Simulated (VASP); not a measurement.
Set up this calculation in VASP 6.6.1, as the native input.

```
Task                   : single point
Functional             : PBEsol
Potentials or basis    : VASP PAW PBE potentials, release 64 (H, C)
Cutoff                 : 520 eV
k mesh                 : 2 × 1 × 1
Occupations            : fermi-dirac, width 0.02 eV
Spin                   : no spin polarisation
Dipole correction      : no
Further INCAR settings : LREAL = Auto; ALGO = Normal; EDIFF = 1e-06; NBANDS = 122
```

The structure of H2C5 lies in POSCAR:

```
H2C5
1.0
    5.0487420000      0.0000000000      0.0000000000
    0.0000000000     10.0974850000      0.0000000000
    0.0000000000      0.0000000000     17.1647000000
H C
16 40
Direct
    0.4277897346      0.0000000000      0.0582591015
    0.0722160095      0.0000000000      0.0582591015
    0.9277954786      0.0000000000      0.0582591015
    0.5722217535      0.0000000000      0.0582591015
    0.4277897346      0.2500028472      0.0582591015
    0.0722160095      0.2500028472      0.0582591015
    0.9277954786      0.2500028472      0.0582591015
    0.5722217535      0.2500028472      0.0582591015
    0.4277897346      0.4999957910      0.0582591015
    0.0722160095      0.4999957910      0.0582591015
    0.9277954786      0.4999957910      0.0582591015
    0.5722217535      0.4999957910      0.0582591015
    0.4277897346      0.7499986383      0.0582591015
    0.0722160095      0.7499986383      0.0582591015
    0.9277954786      0.7499986383      0.0582591015
    0.5722217535      0.7499986383      0.0582591015
    0.2500028720      0.0000000000      0.0952361533
    0.7500086160      0.0000000000      0.0952361533
    0.2500028720      0.2500028472      0.0952361533
    0.7500086160      0.2500028472      0.0952361533
    0.2500028720      0.4999957910      0.0952361533
    0.7500086160      0.4999957910      0.0952361533
    0.2500028720      0.7499986383      0.0952361533
    0.7500086160      0.7499986383      0.0952361533
    0.2500028720      0.1250014236      0.1472324014
    0.7500086160      0.1250014236      0.1472324014
    0.2500028720      0.3750042709      0.1472324014
    0.7500086160      0.3750042709      0.1472324014
    0.2500028720      0.6249972147      0.1472324014
    0.7500086160      0.6249972147      0.1472324014
    0.2500028720      0.8750000619      0.1472324014
    0.7500086160      0.8750000619      0.1472324014
   -0.0010101526      0.1255956310      0.1956165852
    0.5021052769      0.1304582280      0.1918646991
   -0.0022579882      0.3749052363      0.2028698433
    0.4942221250      0.3777376248      0.2049030860
    0.0034662100      0.6215904257      0.1949466055
    0.5045811412      0.6225114472      0.1921618205
   -0.0001980691      0.8725935221      0.2060507903
    0.4944598080      0.8735937711      0.2023222078
    0.0103788231      0.0112107124      0.2532523143
    0.5021845046      0.0095865456      0.2495586873
   -0.0045753972      0.2364549192      0.2541436786
    0.5004414961      0.2434170489      0.2519997437
    0.0057440051      0.5082057562      0.2550292169
    0.4958066782      0.5121572352      0.2521453914
    0.0062193711      0.7306175746      0.2504675293
    0.4976883350      0.7384512084      0.2527279824
    0.2550734421      0.0536272151      0.2936666531
    0.7457501294      0.0532706907      0.2892622650
    0.2482994774      0.1918497527      0.2984205958
    0.7445617146      0.1907603725      0.2946687096
    0.2552318974      0.5551184280      0.2918606209
    0.7460472332      0.5495427822      0.2955542480
    0.2469526072      0.6932518345      0.2931772766
    0.7498303538      0.6889735414      0.2914877627
```

One way to write it, as run:

INCAR

```
SYSTEM = H2C5
ALGO = Normal ; EDIFF = 1E-6
ENCUT = 520 ; GGA = PS
ISIF = 2 ; ISMEAR = -1
LASPH = .TRUE. ; LCHARG = .TRUE.
LELF = .TRUE. ; LREAL = Auto
LVHAR = .TRUE. ; LWAVE = .FALSE.
NBANDS = 122 ; NELM = 100
PREC = Accurate ; SIGMA = 0.02
```

KPOINTS

```
k-points
0
G
  2 1 1
  0 0 0
```

Potentials or basis: VASP PAW PBE potentials, release 64 (H, C).

Launch:

```bash
$ cat potpaw_PBE.64/H/POTCAR potpaw_PBE.64/C/POTCAR > POTCAR
$ mpirun -np 1 vasp_std > vasp.out
```

It gave:

| Property | Result |
| --- | --- |
| Largest force | 8.958 eV/Å |
| Band gap on the k mesh | 0.62 eV |

Caveat: the k points lie up to 0.62 Å⁻¹ apart; the PAW data sets were made with another functional, which shifts forces and pressure a little.

Run time: 14 min on 1 thread of Intel(R) Xeon(R) 6975P-C (Granite Rapids) (shared host), peak memory 0.86 GiB.
